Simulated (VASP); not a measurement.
C:

```
C
1.0
     0.00000    1.80867    1.72348
     1.80867    0.00000    1.72348
     1.80867    1.80867    0.00000
C
2
Direct
  0.50000 0.50000 0.50000
  0.75000 0.75000 0.75000
```

This cell differs from its parent crystal: volume 5.638 Å^3 an atom, c/a of the conventional cell 0.9529.

Base run:

- Program: VASP 6.6.1
- Functional: LDA
- Potentials or basis: VASP PAW LDA potentials, release 64 (C)
- Cutoff: 520 eV
- k mesh: 12 × 12 × 12
- Occupations: gaussian, width 0.05 eV
- Spin: no spin polarisation

Its results: band gap on the k mesh 2.94 eV, indirect (least direct gap 4.73 eV); pressure -9.0 GPa.

Task: The run is repeated on the same cell with these changes: potentials or basis from VASP PAW LDA potentials, release 64 (C) to VASP PAW LDA potentials, release 64 (C_h); cutoff from 520 eV to 910 eV. What comes out?

Result: Band gap on the k mesh 2.94 eV, indirect (least direct gap 4.73 eV); pressure -9.9 GPa.

Caveats: the cutoff is under 1.25 times the usual one of these potentials, so pressure, stress and relaxed cells hold a basis-set (Pulay) error (some runs).

A k mesh can miss the band edges.
